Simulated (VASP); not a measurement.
# Nb (Im-3m) in VASP: notebook

The runs below take Nb through single point, relaxation of cell and atoms, with LDA.

Everything below comes from runs of VASP 6.6.1. Logs are shortened: lines on timing, memory, paths and dates and some standing lists are left out, and cuts for length are marked.

## 1. The cell of the first run

It takes space group Im-3m (No. 229, cubic). The conventional cell has a = 3.248 Å, b = 3.248 Å, c = 3.248 Å, α = 90.00°, β = 90.00°, γ = 90.00°. Nb (site symmetry m-3m) has 14 Nb at 2.81 to 3.25 Å within 3.7 Å.

## 2. Single point, LDA

Contents of INCAR:

```
  ALGO = Normal
  EDIFF = 1E-7
  ENCUT = 520
  ISIF = 2
  ISMEAR = 0
  LASPH = True
  LCHARG = False
  LREAL = False
  LWAVE = False
  NBANDS = 12
  NELM = 80
  PREC = Accurate
  SIGMA = 0.1
```

Contents of KPOINTS:

```
k-points
0
Gamma
  18 18 18
```

Contents of POSCAR:

```
Nb
1.0
   -1.6238347119      1.6238347119      1.6238347119
    1.6238347119     -1.6238347119      1.6238347119
    1.6238347119      1.6238347119     -1.6238347119
Nb
1
Direct
    0.0000000000      0.0000000000      0.0000000000
```

Potentials or basis: VASP PAW LDA potentials, release 64 (Nb_sv).

Started as:

```bash
$ cat potpaw_LDA.64/Nb_sv/POTCAR > POTCAR
$ mpirun -np 1 vasp_std > vasp.out
```

OUTCAR:

```text
EDIFF = 1E-7
   ENCUT = 520
   ISIF = 2
   ISMEAR = 0
   LASPH = True
   LREAL = False
   NELM = 80
   PREC = Accurate

 ion  position               nearest neighbor table
   1  0.000  0.000  0.000-

  LATTYP: Found a body centered cubic cell.
 ALAT       =     3.2476694238

  Lattice vectors:

 A1 = (  -1.6238347119,   1.6238347119,   1.6238347119)
 A2 = (   1.6238347119,  -1.6238347119,   1.6238347119)
 A3 = (   1.6238347119,   1.6238347119,  -1.6238347119)

Analysis of symmetry for initial positions (statically):
=====================================================================
 Subroutine PRICEL returns:
 Original cell was already a primitive cell.

 Routine SETGRP: Setting up the symmetry group for a
 body centered cubic supercell.

 Subroutine GETGRP returns: Found 48 space group operations
 (whereof 48 operations were pure point group operations)
 out of a pool of 48 trial point group operations.

The static configuration has the point symmetry O_h .

Analysis of symmetry for dynamics (positions and initial velocities):
=====================================================================
 Subroutine PRICEL returns:
 Original cell was already a primitive cell.

 Routine SETGRP: Setting up the symmetry group for a
 body centered cubic supercell.

 Subroutine GETGRP returns: Found 48 space group operations
 (whereof 48 operations were pure point group operations)
 out of a pool of 48 trial point group operations.

The dynamic configuration has the point symmetry O_h .

 Subroutine INISYM returns: Found 48 space group operations
 (whereof 48 operations are pure point group operations),
 and found     1 'primitive' translations

----------------------------------------------------------------------------------------

                                     Primitive cell

  volume of cell :      17.1272

  direct lattice vectors                    reciprocal lattice vectors
    -1.623834712  1.623834712  1.623834712     0.000000000  0.307913112  0.307913112
     1.623834712 -1.623834712  1.623834712     0.307913112  0.000000000  0.307913112
     1.623834712  1.623834712 -1.623834712     0.307913112  0.307913112  0.000000000

  length of vectors
     2.812564224  2.812564224  2.812564224     0.435454899  0.435454899  0.435454899

  position of ions in fractional coordinates (direct lattice)
     0.000000000  0.000000000  0.000000000

  ion indices of the primitive-cell ions
   primitive index   ion index
[... 81 lines left out ...]
   POTIM  = 0.5000    time-step for ionic-motion
   TEBEG  =    0.0;   TEEND  =   0.0 temperature during run
   PSTRESS=    0.0 pullay stress
   NELECT =      13.0000    total number of electrons
   NUPDOWN=      -1.0000    fix difference up-down
   EMIN   =  10.00;   EMAX   =-10.00  energy-range for DOS
   EFERMI =   0.00;   METHOD = LEGACY
   ISMEAR =     0;   SIGMA  =   0.10  broadening in eV -4-tet -1-fermi 0-gaus
   EFERMI_NEDOS =   21; number of points for ismear=-14 and -15
   IALGO  =     38    algorithm
   IMIX   =      4    mixing-type and parameters
     AMIX     =   0.40;   BMIX     =  1.00
     AMIX_MAG =   1.60;   BMIX_MAG =  1.00
  volume/ion in A,a.u.               =      17.13       115.58
  Fermi-wavevector in a.u.,A,eV,Ry     =   1.493347  2.822017 30.342161  2.230086
  Thomas-Fermi vector in A             =   2.605759
   LORBIT       =      0    0 simple, 1 ext, 2 COOP (PROOUT), +10 PAW based schemes
   GGA     = CA    functional components
   LHFCALC =     F    Hartree Fock is set to
   AEXX    =    0.0000 exact exchange contribution
   IVDW    =     0    specifies the selected vdW correction
   LEPSILON=     F    determine dielectric tensor
   LRPA    =     F    only Hartree local field effects (RPA)
 non-spin polarized calculation
 Gauss-broadening in eV      SIGMA  =   0.10
  energy-cutoff  :      520.00
  volume of cell :       17.13
 maximum number of plane-waves:       474
 NGX is ok and might be reduce to    24
   NGX = 11   NGY = 11   NGZ = 11

 number of electron      13.0000001 magnetization

 Free energy of the ion-electron system (eV)
  ---------------------------------------------------
  ext. energy  EPLUGINS =         0.00000000
  ---------------------------------------------------
  free energy    TOTEN  =       -11.25877086 eV

  energy without entropy =      -11.25112160  energy(sigma->0) =      -11.25494623

 E-fermi :  11.7080     XC(G=0): -12.9760

 val. band max:       11.7071625292   @ k =  -0.1111   0.1667   0.0556
 cond. band min:      11.7118998232   @ k =   0.1111   0.0000   0.0000
 fundamental gap:      0.0047372939
 Fermi energy:        11.7079509581

 k-point     1 :       0.0000    0.0000    0.0000
  band No.  band energies     occupation
      1     -42.3006      2.00000
      2     -17.6301      2.00000
      3     -17.6301      2.00000
      4     -17.6301      2.00000
      5       5.7036      2.00000
      6      12.0328      0.00000
      7      12.0328      0.00000
      8      12.0328      0.00000
      9      15.1066      0.00000
     10      15.1066      0.00000
     11      26.0854      0.00000
     12      26.0854      0.00000
[... 331 lines left out ...]
 k-point    24 :       0.3889    0.1111    0.0000
  band No.  band energies     occupation
      1     -41.9931      2.00000
      2     -19.1393      2.00000
      3     -18.1808      2.00000
      4     -17.7171      2.00000
      5       8.1848      2.00000
      6      10.0272      2.00000
      7      13.0106      0.00000
      8      15.0154      0.00000
      9      16.1929      0.00000
     10      18.9013      0.00000
     11      24.1591      0.00000
     12      24.7445      0.00000

 [... further k-points ...]

------------------------ aborting loop because EDIFF is reached ----------------------------------------

  FORCE on cell =-STRESS in cart. coord.  units (eV):
  Direction    XX          YY          ZZ          XY          YZ          ZX
  --------------------------------------------------------------------------------------
  -------------------------------------------------------------------------------------
  Total       -0.0186758     -0.0186758     -0.0186758     -0.0000000      0.0000000      0.0000000
  in kB       -1.7470452     -1.7470452     -1.7470452     -0.0000000      0.0000000      0.0000000
  external PRESSURE =      -1.7470452 kB  Pullay stress =       0.0000000 kB

 VOLUME and BASIS-vectors are now :
 -----------------------------------------------------------------------------
  energy-cutoff  :      520.00
  volume of cell :       17.13
      direct lattice vectors                 reciprocal lattice vectors
    -1.623834712  1.623834712  1.623834712     0.000000000  0.307913112  0.307913112
     1.623834712 -1.623834712  1.623834712     0.307913112  0.000000000  0.307913112
     1.623834712  1.623834712 -1.623834712     0.307913112  0.307913112  0.000000000

 POSITION                                       TOTAL-FORCE (eV/Angst)
 -----------------------------------------------------------------------------------
      0.00000      0.00000      0.00000         0.000000      0.000000      0.000000
 -----------------------------------------------------------------------------------
    total drift:                               -0.000000      0.000000      0.000000

  FREE ENERGIE OF THE ION-ELECTRON SYSTEM (eV)
  ---------------------------------------------------
  free  energy   TOTEN  =       -11.2587708596 eV

  energy  without entropy=      -11.2511216040  energy(sigma->0) =      -11.25494623
```

OSZICAR:

```text
N       E                     dE             d eps       ncg     rms          rms(c)
DAV:   1     0.122812947168E+03    0.12281E+03   -0.71936E+03  4704   0.109E+03
DAV:   2    -0.619919942639E+01   -0.12901E+03   -0.12381E+03  5120   0.414E+02
DAV:   3    -0.113576069016E+02   -0.51584E+01   -0.49272E+01  6968   0.744E+01
DAV:   4    -0.116649849996E+02   -0.30738E+00   -0.30511E+00  6788   0.151E+01
DAV:   5    -0.116773619248E+02   -0.12377E-01   -0.12370E-01  7020   0.261E+00    0.762E+00
DAV:   6    -0.113008587561E+02    0.37650E+00   -0.56027E-01  7692   0.988E+00    0.272E+00
DAV:   7    -0.112553904802E+02    0.45468E-01   -0.16165E-01  7752   0.515E+00    0.860E-01
DAV:   8    -0.112587185052E+02   -0.33280E-02   -0.11212E-02  5756   0.134E+00    0.361E-02
DAV:   9    -0.112587668312E+02   -0.48326E-04   -0.83449E-04  7696   0.296E-01    0.350E-02
DAV:  10    -0.112587737241E+02   -0.68929E-05   -0.17241E-05  5872   0.406E-02    0.218E-02
DAV:  11    -0.112587708993E+02    0.28248E-05   -0.83522E-06  6000   0.517E-02    0.371E-03
DAV:  12    -0.112587708596E+02    0.39665E-07   -0.18099E-07  5792   0.530E-03
   1 F= -.11258771E+02 E0= -.11254946E+02  d E =-.764926E-02
```

stdout:

```text
POSCAR found type information on POSCAR Nb
 POSCAR found :  1 types and       1 ions
 scaLAPACK will be used
 LDA part: xc-table for (Slater(with rela. corr.)+CA(PZ))
 , standard interpolation
 POSCAR, INCAR and KPOINTS ok, starting setup
 FFT: planning ... GRIDC
 FFT: planning ... GRID_SOFT
 FFT: planning ... GRID
 WAVECAR not read
 entering main loop
```

Wall time 56 s (1 thread of Intel Xeon 8259CL, shared host); peak memory 0.16 GiB.

Results:

```
Free energy            : -11.2588 eV
Pressure               : -0.2 GPa
Band gap on the k mesh : zero (an odd number of electrons rules out a gap without spin polarisation)
```

Levels at points of the mesh, in eV from the Fermi level:
```csv
k point,band 3,band 4,band 5,band 6,band 7,band 8,band 9,band 10
"(0.00, 0.00, 0.00)",-29.34,-29.34,-6.00,0.32,0.32,0.32,3.40,3.40
"(0.50, 0.00, 0.00)",-29.84,-29.36,-3.94,-1.83,2.61,3.47,4.19,6.82
"(0.50, 0.50, 0.50)",-30.43,-30.43,-4.04,-4.04,5.97,5.97,5.97,9.52
```

## 3. Relaxation of cell and atoms, LDA

This run uses another cell than the first one, of 17.22 Å³/atom.

Contents of INCAR:

```
SYSTEM = Nb
PREC = Accurate
ENCUT = 600
EDIFF = 1E-6
ISMEAR = 0
SIGMA = 0.1
LREAL = .False.
LASPH = .True.
NELM = 80
ALGO = Normal
ISIF = 3
LWAVE = .False.
LCHARG = .False.
IBRION = 2
NSW = 100
EDIFFG = -0.005
```

Contents of KPOINTS:

```
regular mesh
0
Gamma
  18 18 18
  0 0 0
```

Contents of POSCAR:

```
Nb
1.0
   -1.6267284758      1.6267284758      1.6267284758
    1.6267284758     -1.6267284758      1.6267284758
    1.6267284758      1.6267284758     -1.6267284758
Nb
1
Direct
    0.0000000000      0.0000000000      0.0000000000
```

Potentials or basis: VASP PAW LDA potentials, release 64 (Nb_sv).

Started as:

```bash
$ cat potpaw_LDA.64/Nb_sv/POTCAR > POTCAR
$ mpirun -np 1 vasp_std > vasp.out
```

It took 83 s on 1 thread of Intel Xeon 8259CL, shared host; peak memory 0.17 GiB.

Results (log left out):

| Quantity | Value |
| --- | --- |
| Free energy | -11.2589 eV |
| Relaxed volume | 17.12 Å³/atom |
| Relaxed cell | a = 2.812 Å, b = 2.812 Å, c = 2.812 Å, α = 109.47°, β = 109.47°, γ = 109.47° |
| Space group after relaxing (to 0.1 Å) | Im-3m (No. 229) |
| Energy gained by relaxing | 0.3 meV/atom |
| Ionic steps | 3 |
| Pressure after relaxing | 0.0 GPa |
| Band gap on the k mesh | zero (an odd number of electrons rules out a gap without spin polarisation) |

The path:
```csv
step,energy change (eV),largest force (eV/Å),pressure (GPa),volume (Å³)
1,0.0000,0.0000,-1.12,17.22
2,0.0010,0.0000,2.23,16.92
3,-0.0003,0.0000,0.00,17.12
```

Final structure:
```
Nb
1.0
    -1.62357    1.62357    1.62357
     1.62357   -1.62357    1.62357
     1.62357    1.62357   -1.62357
Nb
1
Cartesian
  0.0000 0.0000 0.0000
```

Levels at points of the mesh, in eV from the Fermi level:
| k point | band 2 | band 3 | band 4 | band 5 | band 6 | band 7 | band 8 | band 9 | band 10 |
| --- | --- | --- | --- | --- | --- | --- | --- | --- | --- |
| (0.00, 0.00, 0.00) | -29.34 | -29.34 | -29.34 | -6.01 | 0.32 | 0.32 | 0.32 | 3.40 | 3.40 |
| (0.50, 0.00, 0.00) | -30.95 | -29.84 | -29.36 | -3.95 | -1.84 | 2.61 | 3.47 | 4.19 | 6.82 |
| (0.50, 0.50, 0.50) | -30.43 | -30.43 | -30.43 | -4.04 | -4.04 | 5.98 | 5.98 | 5.98 | 9.52 |

LDA usually gives volumes a few per cent too small. Zero-point motion and thermal expansion aren't in these numbers.

## 4. Relaxation of cell and atoms, LDA

This run uses another cell than the first one, of 17.22 Å³/atom.

INCAR is that of step 3.

KPOINTS is that of step 3.

Contents of POSCAR:

```
Nb
1.0
   -1.6267284720      1.6267284720      1.6267284720
    1.6267284720     -1.6267284720      1.6267284720
    1.6267284720      1.6267284720     -1.6267284720
Nb
1
Direct
    0.0000000000      0.0000000000      0.0000000000
```

Potentials or basis: VASP PAW LDA potentials, release 64 (Nb_sv).

Started as:

```bash
$ cat potpaw_LDA.64/Nb_sv/POTCAR > POTCAR
$ mpirun -np 1 vasp_std > vasp.out
```

OUTCAR:

```text
SYSTEM = Nb
   PREC = Accurate
   ENCUT = 600
   EDIFF = 1E-6
   ISMEAR = 0
   LREAL = .False.
   LASPH = .True.
   NELM = 80
   ISIF = 3
   IBRION = 2
   NSW = 100
   EDIFFG = -0.005

 ion  position               nearest neighbor table
   1  0.000  0.000  0.000-

  LATTYP: Found a body centered cubic cell.
 ALAT       =     3.2534569440

  Lattice vectors:

 A1 = (  -1.6267284720,   1.6267284720,   1.6267284720)
 A2 = (   1.6267284720,  -1.6267284720,   1.6267284720)
 A3 = (   1.6267284720,   1.6267284720,  -1.6267284720)

Analysis of symmetry for initial positions (statically):
=====================================================================
 Subroutine PRICEL returns:
 Original cell was already a primitive cell.

 Routine SETGRP: Setting up the symmetry group for a
 body centered cubic supercell.

 Subroutine GETGRP returns: Found 48 space group operations
 (whereof 48 operations were pure point group operations)
 out of a pool of 48 trial point group operations.

The static configuration has the point symmetry O_h .

Analysis of symmetry for dynamics (positions and initial velocities):
=====================================================================
 Subroutine PRICEL returns:
 Original cell was already a primitive cell.

 Routine SETGRP: Setting up the symmetry group for a
 body centered cubic supercell.

 Subroutine GETGRP returns: Found 48 space group operations
 (whereof 48 operations were pure point group operations)
 out of a pool of 48 trial point group operations.

The dynamic configuration has the point symmetry O_h .

 Subroutine INISYM returns: Found 48 space group operations
 (whereof 48 operations are pure point group operations),
 and found     1 'primitive' translations

[... 124 lines left out ...]
 non-spin polarized calculation
 Gauss-broadening in eV      SIGMA  =   0.10
  energy-cutoff  :      600.00
  volume of cell :       17.22
 maximum number of plane-waves:       603
   NGX = 11   NGY = 11   NGZ = 11

--------------------------------------- Ionic step        1  -------------------------------------------

 number of electron      13.0000001 magnetization

 Free energy of the ion-electron system (eV)
  ---------------------------------------------------
  ext. energy  EPLUGINS =         0.00000000
  ---------------------------------------------------
  free energy    TOTEN  =       -11.25855860 eV

  energy without entropy =      -11.25086665  energy(sigma->0) =      -11.25471263

------------------------ aborting loop because EDIFF is reached ----------------------------------------

  FORCE on cell =-STRESS in cart. coord.  units (eV):
  Direction    XX          YY          ZZ          XY          YZ          ZX
  --------------------------------------------------------------------------------------
  -------------------------------------------------------------------------------------
  Total       -0.1205059     -0.1205059     -0.1205059      0.0000000      0.0000000     -0.0000000
  in kB      -11.2127879    -11.2127879    -11.2127879      0.0000000      0.0000000     -0.0000000
  external PRESSURE =     -11.2127879 kB  Pullay stress =       0.0000000 kB
[... 57 lines left out ...]
--------------------------------------- Ionic step        3  -------------------------------------------

 number of electron      13.0000001 magnetization

 Free energy of the ion-electron system (eV)
  ---------------------------------------------------
  ext. energy  EPLUGINS =         0.00000000
  ---------------------------------------------------
  free energy    TOTEN  =       -11.25890195 eV

  energy without entropy =      -11.25125600  energy(sigma->0) =      -11.25507897

 E-fermi :  11.7149     XC(G=0): -12.9785

 val. band max:       11.7134721333   @ k =  -0.1111   0.1667   0.0556
 cond. band min:      11.7181318507   @ k =   0.1111   0.0000   0.0000
 fundamental gap:      0.0046597174
 Fermi energy:        11.7149125750

 k-point     1 :       0.0000    0.0000    0.0000
  band No.  band energies     occupation
      1     -42.2942      2.00000
      2     -17.6225      2.00000
      3     -17.6225      2.00000
      4     -17.6225      2.00000
      5       5.7092      2.00000
      6      12.0394      0.00000
      7      12.0394      0.00000
      8      12.0394      0.00000
      9      15.1147      0.00000
     10      15.1147      0.00000
[... 287 lines left out ...]
 k-point    24 :       0.3889    0.1111    0.0000
  band No.  band energies     occupation
      1     -41.9861      2.00000
      2     -19.1337      2.00000
      3     -18.1739      2.00000
      4     -17.7096      2.00000
      5       8.1897      2.00000
      6      10.0325      2.00000
      7      13.0191      0.00000
      8      15.0237      0.00000
      9      16.2021      0.00000
     10      18.9121      0.00000

 [... further k-points ...]

------------------------ aborting loop because EDIFF is reached ----------------------------------------

  FORCE on cell =-STRESS in cart. coord.  units (eV):
  Direction    XX          YY          ZZ          XY          YZ          ZX
  --------------------------------------------------------------------------------------
  -------------------------------------------------------------------------------------
  Total       -0.0000286     -0.0000286     -0.0000286      0.0000000     -0.0000000      0.0000000
  in kB       -0.0026773     -0.0026773     -0.0026773      0.0000000     -0.0000000      0.0000000
  external PRESSURE =      -0.0026773 kB  Pullay stress =       0.0000000 kB
[... 16 lines left out ...]
  FREE ENERGIE OF THE ION-ELECTRON SYSTEM (eV)
  ---------------------------------------------------
  free  energy   TOTEN  =       -11.2589019453 eV

  energy  without entropy=      -11.2512559956  energy(sigma->0) =      -11.25507897

 reached required accuracy - stopping structural energy minimisation
```

CONTCAR:

```text
Nb
   1.00000000000000
    -1.6235698227812496    1.6235698227812496    1.6235698227812496
     1.6235698227812496   -1.6235698227812496    1.6235698227812496
     1.6235698227812496    1.6235698227812496   -1.6235698227812496
  Nb
     1
Direct
     0.0000000000000000    0.0000000000000000    0.0000000000000000

  0.00000000E+00  0.00000000E+00  0.00000000E+00
```

Run time: 37 s. Hardware: 1 thread of Intel Xeon 6975P-C (Granite Rapids), shared host; peak memory 0.17 GiB.

What came out:

```yaml
Free_energy: -11.2589 eV
Relaxed_volume: 17.12 Å³/atom
Relaxed_cell: a = 2.812 Å, b = 2.812 Å, c = 2.812 Å, α = 109.47°, β = 109.47°, γ = 109.47°
Space_group_after_relaxing_to_0.1_Å: Im-3m (No. 229)
Energy_gained_by_relaxing: 0.3 meV/atom
Ionic_steps: 3
Pressure_after_relaxing: 0.0 GPa
Band_gap_on_the_k_mesh: zero (an odd number of electrons rules out a gap without spin polarisation)
```

The path:
```csv
step,energy change (eV),largest force (eV/Å),pressure (GPa),volume (Å³)
1,0.0000,0.0000,-1.12,17.22
2,0.0010,0.0000,2.23,16.92
3,-0.0003,0.0000,0.00,17.12
```

Final structure:
```
Nb
1.0
    -1.62357    1.62357    1.62357
     1.62357   -1.62357    1.62357
     1.62357    1.62357   -1.62357
Nb
1
Direct
  0.00000 0.00000 0.00000
```

LDA usually gives volumes a few per cent too small. Zero-point motion and thermal expansion aren't in these numbers.
